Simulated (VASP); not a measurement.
Input of a VASP 6.6.1 run:

The input INCAR:

```
SYSTEM = Mo
  PREC = Accurate
  ENCUT = 600
  EDIFF = 1E-7
  ISMEAR = -1
  SIGMA = 0.05
  LREAL = .False.
  LASPH = .True.
  NELM = 80
  ALGO = Normal
  ISIF = 3
  LWAVE = .False.
  LCHARG = .False.
  GGA = PE
  IBRION = 2
  NSW = 32
  EDIFFG = -0.005
  PSTRESS = 310.0
```

The input KPOINTS:

```
Automatic mesh
0
Gamma
  13 13 13
  0 0 0
```

POSCAR

```
Mo
1.0
    0.0000000000      2.6644259278      2.6644259278
    2.6644259278      0.0000000000      2.6644259278
    2.6644259278      2.6644259278      0.0000000000
Mo
2
Direct
   -0.1250000000     -0.1250000000     -0.1250000000
    0.1250000000      0.1250000000      0.1250000000
```

Potentials or basis: VASP PAW PBE potentials, release 64 (Mo_sv).

Run with:

```console
$ cat potpaw_PBE.64/Mo_sv/POTCAR > POTCAR
$ mpirun -np 1 vasp_std > vasp.out
```

(1) What does it give for the band gap on the k mesh?

(2) Predict the space group after relaxing (to 0.1 Å).

(3) What does it give for the relaxed volume?

(4) Predict the relaxed cell.

## Answers

(1) zero (bands 14 and 15 overlap by 0.56 eV).

(2) Fd-3m (No. 227).

(3) 19.01 Å³/atom.

(4) a = 3.774 Å, b = 3.774 Å, c = 3.774 Å, α = 60.00°, β = 60.00°, γ = 60.00°.

Caveat: the cell is relaxed towards a set pressure, so the run minimises the enthalpy, not the energy.
